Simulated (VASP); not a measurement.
Input of a VASP 6.6.1 run:

The input INCAR:

```
SYSTEM = RuPt2
PREC = Accurate ; ENCUT = 520
EDIFF = 1E-6 ; ISMEAR = 0
SIGMA = 0.1 ; LREAL = .FALSE.
LASPH = .TRUE. ; NELM = 60
ALGO = Fast ; ISIF = 2
LWAVE = .FALSE. ; LCHARG = .FALSE.
GGA = PE ; NBANDS = 24
```

The input KPOINTS:

```
Automatic mesh
0
G
  6 6 6
  0 0 0
```

The input POSCAR:

```
RuPt2
1.0
    0.0000000000      2.9902695383      2.9902695383
    2.9902695383      0.0000000000      2.9902695383
    2.9902695383      2.9902695383      0.0000000000
Ru Pt
1 2
Direct
    0.0000000000      0.0000000000      0.0000000000
    0.2500000000      0.2500000000      0.2500000000
    0.5000000000      0.5000000000      0.5000000000
```

Potentials or basis: VASP PAW PBE potentials, release 64 (Ru_pv, Pt).

Launch:

```sh
$ cat potpaw_PBE.64/Ru_pv/POTCAR potpaw_PBE.64/Pt/POTCAR > POTCAR
$ mpirun -np 1 vasp_std > vasp.out
```

Question: Estimate the pressure.

Answer: -0.2 GPa.

Question: Predict the band gap on the k mesh.

Answer: Zero (band 17 reaches 9.27 eV, above the bottom of band 18 at 8.81 eV).

Caveat: spin-orbit coupling is left out, which moves the levels of the heavy elements.
